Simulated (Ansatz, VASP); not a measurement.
## One calculation of Fe2O3, two programs

```
Fe O
1.0
     2.38606    1.37759    4.43701
    -2.38606    1.37759    4.43701
     0.00000   -2.75519    4.43701
Fe O
4 6
Direct
  0.34547 0.34547 0.34547
  0.15453 0.15453 0.15453
  0.65453 0.65453 0.65453
  0.84547 0.84547 0.84547
  0.56316 0.93684 0.25000
  0.25000 0.56316 0.93684
  0.93684 0.25000 0.56316
  0.43684 0.06316 0.75000
  0.75000 0.43684 0.06316
  0.06316 0.75000 0.43684
```

Alike in both runs: functional PBE; k mesh 6 × 6 × 6; occupations gaussian, width 0.1 eV; collinear spin.

Ansatz relaxed the structure, and its values are those at the end. VASP's run is a single point on that final structure, the one shown.

```csv
,VASP,Ansatz
version,VASP 6.6.1,Ansatz 0.2.0
potentials or method,"VASP PAW PBE potentials, release 64 (Fe, O), cutoff 520 eV","scalar-relativistic, plane waves, PAW"
valence electrons in the cell,68,100
```

|  | VASP | Ansatz | Ansatz less VASP |
| --- | --- | --- | --- |
| gap on the k mesh at the Fermi level (eV) | none | none | - |
| pressure (GPa) | 1.6 | 0.0 | -1.63 |
| rms of the force components (eV/Å) | 0.019 | 0.002 | -0.0178 |
| net moment per atom (μB) | 0.40 | 0.40 | 0.000 |
| size of the moment on the site where the two differ most (μB) | 0.94 | 0.86 | -0.080 |

Site moments also hang on the region over which each program counts them. A gap of «none» marks a metal or a gap that the smearing closes. VASP's potentials hold 68 valence electrons a cell and Ansatz's 100, so a difference there can come from the potentials and not from the codes.
